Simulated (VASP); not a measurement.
# H (Cmce) in VASP: notebook

The runs below take H through single point, with PBE, HSE06.

Everything below comes from runs of VASP 6.6.1. Logs are shortened: lines on timing, memory, paths and dates and some standing lists are left out, and cuts for length are marked.

### Step 1. The cell of the first run

Symmetry: Cmce, No. 64, orthorhombic system. The conventional cell has a = 5.432 Å, b = 5.130 Å, c = 4.425 Å, α = 90.00°, β = 90.00°, γ = 90.00°. Within 1.0 Å of H (site symmetry m) lie 1 H at 0.75 Å.

### Step 2. Single point, PBE

Contents of INCAR:

```
PREC = Accurate
ENCUT = 520
EDIFF = 1E-6
ISMEAR = 0
SIGMA = 0.02
LREAL = False
LASPH = True
NELM = 60
ALGO = Normal
ISIF = 2
LWAVE = False
LCHARG = True
GGA = PE
LELF = True
LVHAR = True
NBANDS = 10
```

Contents of KPOINTS:

```
regular mesh
0
Gamma
  6 6 6
```

Contents of POSCAR:

```
H
1.0
    2.7157514422     -2.5649490751      0.0000000000
    2.7157514422      2.5649490751      0.0000000000
    0.0000000000      0.0000000000      4.4248082838
H
4
Direct
    0.9520458164      0.0479541836      0.0641167107
    0.4520458164      0.5479541836      0.4358832893
    0.5479541836      0.4520458164      0.5641167107
    0.0479541836      0.9520458164      0.9358832893
```

Potentials or basis: VASP PAW PBE potentials, release 64 (H).

On the command line:

```
cat potpaw_PBE.64/H/POTCAR > POTCAR
mpirun -np 1 vasp_std > vasp.out
```

OUTCAR:

```text
PREC = Accurate
   ENCUT = 520
   EDIFF = 1E-6
   ISMEAR = 0
   LREAL = False
   LASPH = True
   NELM = 60
   ISIF = 2
   GGA = PE

 ion  position               nearest neighbor table
   1  0.952  0.048  0.064-   4 0.75
   2  0.452  0.548  0.436-   3 0.75
   3  0.548  0.452  0.564-   2 0.75
   4  0.048  0.952  0.936-   1 0.75

  LATTYP: Found a base centered orthorhombic cell.
 ALAT       =     5.1298981502
 B/A-ratio  =     1.0587935131
 C/A-ratio  =     0.8625528528

  Lattice vectors:

 A1 = (  -2.7157514422,  -2.5649490751,   0.0000000000)
 A2 = (   2.7157514422,  -2.5649490751,   0.0000000000)
 A3 = (   0.0000000000,   0.0000000000,   4.4248082838)

Analysis of symmetry for initial positions (statically):
=====================================================================
 Subroutine PRICEL returns:
 Original cell was already a primitive cell.

 Routine SETGRP: Setting up the symmetry group for a
 base centered orthorhombic supercell.

 Subroutine GETGRP returns: Found  8 space group operations
 (whereof  4 operations were pure point group operations)
 out of a pool of  8 trial point group operations.

The static configuration has the point symmetry C_2h.
 The point group associated with its full space group is D_2h.

Analysis of symmetry for dynamics (positions and initial velocities):
=====================================================================
 Subroutine PRICEL returns:
 Original cell was already a primitive cell.

 Routine SETGRP: Setting up the symmetry group for a
 base centered orthorhombic supercell.

 Subroutine GETGRP returns: Found  8 space group operations
 (whereof  4 operations were pure point group operations)
 out of a pool of  8 trial point group operations.

The dynamic configuration has the point symmetry C_2h.
 The point group associated with its full space group is D_2h.

 Subroutine INISYM returns: Found  8 space group operations
 (whereof  4 operations are pure point group operations),
 and found     1 'primitive' translations

----------------------------------------------------------------------------------------

                                     Primitive cell

  volume of cell :      61.6443

  direct lattice vectors                    reciprocal lattice vectors
     2.715751442 -2.564949075  0.000000000     0.184111105 -0.194935644  0.000000000
     2.715751442  2.564949075  0.000000000     0.184111105  0.194935644  0.000000000
     0.000000000  0.000000000  4.424808284     0.000000000  0.000000000  0.225998492

  length of vectors
     3.735541414  3.735541414  4.424808284     0.268135795  0.268135795  0.225998492

  position of ions in fractional coordinates (direct lattice)
     0.952045816  0.047954184  0.064116711
     0.452045816  0.547954184  0.435883289
     0.547954184  0.452045816  0.564116711
     0.047954184  0.952045816  0.935883289

  ion indices of the primitive-cell ions
   primitive index   ion index
                 1           1
                 2           2
                 3           3
                 4           4

----------------------------------------------------------------------------------------

 KPOINTS: regular mesh

Automatic generation of k-mesh.
 Grid dimensions read from file:
 generate k-points for:    6    6    6

 Generating k-lattice:

  Cartesian coordinates                     Fractional coordinates (reciprocal lattice)
     0.030685184 -0.032489274  0.000000000     0.166666667 -0.000000000  0.000000000
     0.030685184  0.032489274  0.000000000    -0.000000000  0.166666667  0.000000000
     0.000000000  0.000000000  0.037666415     0.000000000  0.000000000  0.166666667

  Length of vectors
     0.044689299  0.044689299  0.037666415

  Shift w.r.t. Gamma in fractional coordinates (k-lattice)
     0.000000000  0.000000000  0.000000000

 Subroutine IBZKPT returns following result:
 ===========================================

 Found     52 irreducible k-points:

 Following reciprocal coordinates:
            Coordinates               Weight
  0.000000  0.000000  0.000000      1.000000
  0.166667 -0.000000  0.000000      4.000000
  0.333333 -0.000000  0.000000      4.000000
  0.500000 -0.000000  0.000000      2.000000
  0.166667  0.166667  0.000000      2.000000
  0.333333  0.166667  0.000000      4.000000
[... 16 lines left out ...]
  0.333333  0.333333  0.166667      4.000000
  0.500000  0.333333  0.166667      8.000000
 [... further k-points ...]
   k-points           NKPTS =     52   k-points in BZ     NKDIM =     52   number of bands    NBANDS=     10
   number of dos      NEDOS =    301   number of ions     NIONS =      4
   total plane-waves  NPLWV =  28224
   dimension x,y,z NGX =    28 NGY =   28 NGZ =   36
   dimension x,y,z NGXF=    56 NGYF=   56 NGZF=   72
   ions per type =               4
   NGX,Y,Z   is equivalent  to a cutoff of  12.46, 12.46, 13.53 a.u.
   NGXF,Y,Z  is equivalent  to a cutoff of  24.92, 24.92, 27.05 a.u.
 SYSTEM =  unknown system
   PREC   = accura    normal or accurate (medium, high low for compatibility)
   ISTART =      0    job   : 0-new  1-cont  2-samecut
   ICHARG =      2    charge: 1-file 2-atom 10-const
   ISPIN  =      1    spin polarized calculation?
   LNONCOLLINEAR =      F non collinear calculations
   LSORBIT =      F    spin-orbit coupling
   LASPH  =      T    aspherical Exc in radial PAW
   ENCUT  =  520.0 eV  38.22 Ry    6.18 a.u.   6.95  6.95  8.23*2*pi/ulx,y,z
   NELM   =     60;   NELMIN=  2; NELMDL= -5     # of ELM steps
   EDIFF  = 0.1E-05   stopping-criterion for ELM
   LREAL  =      F    real-space projection
   EDIFFG = 0.1E-04   stopping-criterion for IOM
   NSW    =      0    number of steps for IOM
   IBRION =     -1    ionic relax: 0-MD 1-quasi-New 2-CG
   NFREE  =      0    steps in history (QN), initial steepest desc. (CG)
   ISIF   =      2    stress and relaxation
   ISYM   =      2    0-nonsym 1-usesym 2-fastsym
   POTIM  = 0.5000    time-step for ionic-motion
   TEBEG  =    0.0;   TEEND  =   0.0 temperature during run
   PSTRESS=    0.0 pullay stress
   NELECT =       4.0000    total number of electrons
   NUPDOWN=      -1.0000    fix difference up-down
   EMIN   =  10.00;   EMAX   =-10.00  energy-range for DOS
   EFERMI =   0.00;   METHOD = LEGACY
   ISMEAR =     0;   SIGMA  =   0.02  broadening in eV -4-tet -1-fermi 0-gaus
   EFERMI_NEDOS =   21; number of points for ismear=-14 and -15
   IALGO  =     38    algorithm
   IMIX   =      4    mixing-type and parameters
     AMIX     =   0.40;   BMIX     =  1.00
     AMIX_MAG =   1.60;   BMIX_MAG =  1.00
  volume/ion in A,a.u.               =      15.41       104.00
  Fermi-wavevector in a.u.,A,eV,Ry     =   0.657855  1.243166  5.888243  0.432774
  Thomas-Fermi vector in A             =   1.729494
   LORBIT       =      0    0 simple, 1 ext, 2 COOP (PROOUT), +10 PAW based schemes
   GGA     = PE    functional components
   LHFCALC =     F    Hartree Fock is set to
   AEXX    =    0.0000 exact exchange contribution
   IVDW    =     0    specifies the selected vdW correction
   LEPSILON=     F    determine dielectric tensor
   LRPA    =     F    only Hartree local field effects (RPA)
 non-spin polarized calculation
 Gauss-broadening in eV      SIGMA  =   0.02
  energy-cutoff  :      520.00
  volume of cell :       61.64
 maximum number of plane-waves:      1684
   NGX = 13   NGY = 13   NGZ = 17

 number of electron       4.0000001 magnetization

 Free energy of the ion-electron system (eV)
  ---------------------------------------------------
  ext. energy  EPLUGINS =         0.00000000
  ---------------------------------------------------
  free energy    TOTEN  =       -13.58202881 eV

  energy without entropy =      -13.58202881  energy(sigma->0) =      -13.58202881

 E-fermi :  -8.6643     XC(G=0):  -4.7029

 val. band max:       -8.7780482950   @ k =   0.0000   0.0000   0.0000
 cond. band min:       0.5427411753   @ k =   0.5000  -0.0000   0.5000
 fundamental gap:      9.3207894704
 Fermi energy:        -8.6643316154

 k-point     1 :       0.0000    0.0000    0.0000
  band No.  band energies     occupation
      1     -10.2550      2.00000
      2      -8.7780      2.00000
      3       2.1879      0.00000
      4       3.4302      0.00000
      5       4.2803      0.00000
      6       6.3514      0.00000
      7       6.5657      0.00000
      8       8.1615      0.00000
      9       9.7637      0.00000
     10      10.2501      0.00000

 k-point     2 :       0.1667   -0.0000    0.0000
  band No.  band energies     occupation
      1     -10.1267      2.00000
      2      -8.8291      2.00000
      3       2.3106      0.00000
      4       3.2441      0.00000
      5       3.4653      0.00000
      6       5.7792      0.00000
      7       7.0873      0.00000
      8       8.8384      0.00000
      9      10.2104      0.00000
     10      10.5368      0.00000

 k-point     3 :       0.3333   -0.0000    0.0000
  band No.  band energies     occupation
      1      -9.7865      2.00000
      2      -9.0148      2.00000
      3       2.1160      0.00000
      4       2.2926      0.00000
      5       3.5759      0.00000
      6       5.7084      0.00000
      7       7.5865      0.00000
      8       8.2574      0.00000
      9       9.4694      0.00000
     10      11.2367      0.00000

 k-point     4 :       0.5000   -0.0000    0.0000
  band No.  band energies     occupation
      1      -9.3621      2.00000
      2      -9.3621      2.00000
      3       1.8647      0.00000
      4       1.8647      0.00000
      5       4.6836      0.00000
      6       4.6836      0.00000
      7       8.1903      0.00000
      8       8.1903      0.00000
      9       9.6134      0.00000
     10       9.6134      0.00000

 k-point     5 :       0.1667    0.1667    0.0000
  band No.  band energies     occupation
      1     -10.0322      2.00000
      2      -8.8359      2.00000
      3       2.6523      0.00000
      4       2.9154      0.00000
      5       2.9894      0.00000
      6       5.0807      0.00000
      7       8.2610      0.00000
      8       9.3640      0.00000
      9       9.4246      0.00000
     10      10.9665      0.00000

 k-point     6 :       0.3333    0.1667    0.0000
  band No.  band energies     occupation
      1      -9.7385      2.00000
      2      -8.9604      2.00000
      3       2.0368      0.00000
      4       2.3151      0.00000
      5       3.4247      0.00000
      6       5.4303      0.00000
      7       7.2162      0.00000
      8       8.2133      0.00000
      9      10.2970      0.00000
     10      10.3387      0.00000
[... 183 lines left out ...]
 k-point    21 :      -0.3333    0.1667    0.1667
  band No.  band energies     occupation
      1      -9.5906      2.00000
      2      -9.0843      2.00000
      3       1.4859      0.00000
      4       2.0320      0.00000
      5       3.8168      0.00000
      6       5.7341      0.00000
      7       6.8885      0.00000
      8       8.7900      0.00000
      9       9.8536      0.00000
     10      11.1020      0.00000

 k-point    22 :      -0.1667    0.1667    0.1667
  band No.  band energies     occupation
      1      -9.9024      2.00000
      2      -8.9575      2.00000
      3       1.7656      0.00000
      4       2.3856      0.00000
      5       4.3430      0.00000
      6       5.0931      0.00000
      7       7.9104      0.00000
      8       9.2437      0.00000
      9       9.9084      0.00000
     10      10.7262      0.00000

 k-point    23 :       0.3333    0.3333    0.1667
  band No.  band energies     occupation
      1      -9.4879      2.00000
      2      -8.9811      2.00000
      3       1.5970      0.00000
      4       2.2016      0.00000
      5       2.9405      0.00000
      6       6.1497      0.00000
      7       6.1809      0.00000
      8       7.7226      0.00000
      9       9.2818      0.00000
     10       9.3457      0.00000

 k-point    24 :       0.5000    0.3333    0.1667
  band No.  band energies     occupation
      1      -9.2731      2.00000
      2      -9.0929      2.00000
      3       1.2943      0.00000
      4       1.9902      0.00000
      5       3.6157      0.00000
      6       5.0240      0.00000
      7       6.7668      0.00000
      8       7.9044      0.00000
      9       8.3818      0.00000
     10       8.6448      0.00000

 [... further k-points ...]
[... 5 lines left out ...]
  --------------------------------------------------------------------------------------
  -------------------------------------------------------------------------------------
  Total       -0.0478671     -0.0704208     -0.0628716      0.0000000      0.0000000      0.0000000
  in kB       -1.2440989     -1.8302846     -1.6340750      0.0000000      0.0000000      0.0000000
  external PRESSURE =      -1.5694862 kB  Pullay stress =       0.0000000 kB

 VOLUME and BASIS-vectors are now :
 -----------------------------------------------------------------------------
  energy-cutoff  :      520.00
  volume of cell :       61.64
      direct lattice vectors                 reciprocal lattice vectors
     2.715751442 -2.564949075  0.000000000     0.184111105 -0.194935644  0.000000000
     2.715751442  2.564949075  0.000000000     0.184111105  0.194935644  0.000000000
     0.000000000  0.000000000  4.424808284     0.000000000  0.000000000  0.225998492

 POSITION                                       TOTAL-FORCE (eV/Angst)
 -----------------------------------------------------------------------------------
      2.71575     -2.31895      0.28370         0.000000     -0.010851     -0.012606
      2.71575      0.24600      1.92870         0.000000     -0.010851      0.012606
      2.71575     -0.24600      2.49611         0.000000      0.010851     -0.012606
      2.71575      2.31895      4.14110         0.000000      0.010851      0.012606
 -----------------------------------------------------------------------------------
    total drift:                                0.000000      0.000000      0.000000

  FREE ENERGIE OF THE ION-ELECTRON SYSTEM (eV)
  ---------------------------------------------------
  free  energy   TOTEN  =       -13.5820288079 eV

  energy  without entropy=      -13.5820288079  energy(sigma->0) =      -13.58202881
```

It took 24 s on 1 thread of Oxide Virtual Turin-like, shared host; peak memory 0.13 GiB.

Results:

* Free energy: -13.5820 eV
* Pressure: -0.2 GPa
* Largest force: 0.017 eV/Å
* Band gap on the k mesh: 9.32 eV, indirect (least direct gap 9.82 eV)

Forces in eV/Å, atoms in the order of the input:
```
H    0.000 -0.011 -0.013
H    0.000 -0.011  0.013
H    0.000  0.011 -0.013
H    0.000  0.011  0.013
```

### Step 3. Single point, HSE06

POSCAR is that of step 2.

Contents of INCAR.step1:

```
SYSTEM = H
  PREC = Accurate
  ENCUT = 520
  EDIFF = 1E-5
  ISMEAR = 0
  SIGMA = 0.02
  LREAL = .FALSE.
  LASPH = .TRUE.
  NELM = 100
  ALGO = Normal
  ISIF = 2
  LWAVE = .TRUE.
  GGA = PE
  NBANDS = 10
```

Contents of INCAR.step2:

```
SYSTEM = H
  PREC = Accurate
  ENCUT = 520
  EDIFF = 1E-7
  ISMEAR = 0
  SIGMA = 0.02
  LREAL = .FALSE.
  LASPH = .TRUE.
  NELM = 100
  ALGO = Normal
  ISIF = 2
  LWAVE = .FALSE.
  LCHARG = .TRUE.
  GGA = PE
  LHFCALC = .TRUE.
  HFSCREEN = 0.2079
  PRECFOCK = Normal
  LELF = .TRUE.
  LVHAR = .TRUE.
  ISTART = 1
  NBANDS = 10
```

Contents of KPOINTS:

```
regular mesh
0
G
  6 6 4
  0 0 0
```

Potentials or basis: VASP PAW PBE potentials, release 64 (H).

On the command line:

```
cat potpaw_PBE.64/H/POTCAR > POTCAR
cp INCAR.step1 INCAR
mpirun -np 1 vasp_std > vasp.out
cp INCAR.step2 INCAR
mpirun -np 1 vasp_std > vasp.out
```

Run time: 15 min. Hardware: 1 thread of Oxide Virtual Turin-like, shared host; peak memory 0.25 GiB.

The run converged. Its results:

* Free energy: -15.6634 eV
* Pressure: -0.4 GPa
* Largest force: 0.206 eV/Å
* Band gap on the k mesh: 10.87 eV, indirect (least direct gap 11.40 eV)

Forces on the atoms (eV/Å):
```
H    0.000 -0.135 -0.155
H    0.000 -0.135  0.155
H    0.000  0.135 -0.155
H    0.000  0.135  0.155
```

Stress tensor (GPa, compression positive):
```
-0.11  0.00  0.00
 0.00 -0.49  0.00
 0.00  0.00 -0.57
```

Levels at points of the mesh, in eV from the valence-band top:
| k point | band 1 | band 2 | band 3 | band 4 | band 5 | band 6 | band 7 |
| --- | --- | --- | --- | --- | --- | --- | --- |
| (0.00, 0.00, 0.00) | -1.55 | 0.00 | 12.65 | 13.78 | 14.88 | 16.61 | 16.98 |
| (0.50, 0.00, 0.00) | -0.61 | -0.61 | 12.22 | 12.22 | 15.20 | 15.20 | 18.66 |
| (0.50, 0.50, 0.00) | -0.51 | -0.26 | 11.45 | 11.94 | 15.47 | 16.55 | 16.79 |
| (0.00, 0.00, 0.50) | -0.78 | -0.78 | 12.04 | 12.04 | 17.08 | 17.08 | 18.82 |
| (0.50, 0.00, 0.50) | -0.53 | -0.53 | 10.87 | 10.87 | 17.10 | 17.10 | 18.55 |
| (0.50, 0.50, 0.50) | -0.33 | -0.33 | 12.74 | 12.74 | 13.86 | 13.86 | 14.31 |

Caveat: the PAW data sets were made with another functional, which shifts forces and pressure a little.
